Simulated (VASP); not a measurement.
## Si: single point with PBEsol

Crystal: Si.

```
Si
1.0
    -3.39590    3.39590    3.31508
     3.39590   -3.39590    3.31508
     3.39590    3.39590   -3.31508
Si
8
Direct
  0.20479 0.20479 0.20479
  0.50000 0.00000 0.29521
  0.29521 0.50000 0.00000
  0.00000 0.29521 0.50000
  0.79521 0.79521 0.79521
  0.50000 0.00000 0.70479
  0.70479 0.50000 0.00000
  0.00000 0.70479 0.50000
```

This cell differs from its parent crystal: volume 19.115 Å^3 an atom, c/a of the conventional cell 0.9762.

| Quantity | Value |
| --- | --- |
| Program | VASP 6.6.1 |
| Task | single point |
| Functional | PBEsol |
| Potentials or basis | VASP PAW PBE potentials, release 64 (Si) |
| Cutoff | 520 eV |
| k mesh | 10 × 10 × 10 |
| Occupations | gaussian, width 0.15 eV |
| Spin | no spin polarisation |
| Dipole correction | no |
| Further INCAR settings | ALGO = Normal; EDIFF = 1e-07; NBANDS = 26 |

The pressure is -5.4 GPa. The largest force is 0.273 eV/Å and the band gap on the k mesh is zero (band 16 reaches 6.77 eV, above the bottom of band 17 at 6.55 eV).

Forces on the atoms (eV/Å):
```
Si  -0.176 -0.050 -0.203
Si   0.176  0.050 -0.203
Si  -0.176  0.050  0.203
Si   0.176 -0.050  0.203
Si   0.176  0.050  0.203
Si  -0.176 -0.050  0.203
Si   0.176 -0.050 -0.203
Si  -0.176  0.050 -0.203
```

Stress tensor (GPa, compression positive):
```
-6.47  0.00  0.00
 0.00 -6.44  0.00
 0.00  0.00 -3.27
```

Levels at points of the mesh, in eV from the Fermi level:
| k point | band 14 | band 15 | band 16 | band 17 | band 18 | band 19 |
| --- | --- | --- | --- | --- | --- | --- |
| (0.00, 0.00, 0.00) | -1.49 | -1.40 | -0.69 | 1.50 | 1.53 | 2.01 |
| (0.50, 0.00, 0.00) | -2.02 | -1.33 | -1.33 | 0.49 | 0.49 | 1.88 |
| (0.50, 0.00, 0.50) | -1.97 | -1.21 | -1.21 | 0.30 | 0.30 | 1.93 |
| (0.50, 0.50, 0.00) | -2.04 | -1.18 | -1.18 | 0.37 | 0.37 | 1.90 |
| (0.50, 0.50, 0.50) | -0.68 | 0.12 | 0.22 | 0.33 | 2.52 | 2.57 |

Run time: 15 min on 1 thread of Intel Xeon 6975P-C, with other jobs on the host, peak memory 0.62 GiB.

Caveat: the PAW data sets were made with another functional, which shifts forces and pressure a little.
